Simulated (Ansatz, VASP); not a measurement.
# Two plane-wave programs on KCl

```
K Cl
1.0
     3.61277    0.00000    0.00000
     0.00000    3.61277    0.00000
     0.00000    0.00000    3.61277
K Cl
1 1
Direct
  0.00000 0.00000 0.00000
  0.50000 0.50000 0.50000
```

Alike in both runs: task single point; functional r2SCAN; k mesh 6 × 6 × 6; occupations gaussian, width 0.05 eV; no spin polarisation.

|  | VASP | Ansatz |
| --- | --- | --- |
| version | VASP 6.6.1 | Ansatz 0.2.0 |
| potentials or method | VASP PAW PBE potentials, release 64 (K_sv, Cl), cutoff 520 eV | scalar-relativistic, plane waves, PAW |
| valence electrons in the cell | 16 | 16 |

```tsv
	VASP	Ansatz	Ansatz less VASP
gap on the k mesh at the Fermi level (eV)	6.51	6.50	-0.007
least direct gap on the mesh (eV)	6.74	6.74	-0.009
pressure (GPa)	4.0	4.0	0.00
```

VASP's potentials were made for PBE, not for r2SCAN.
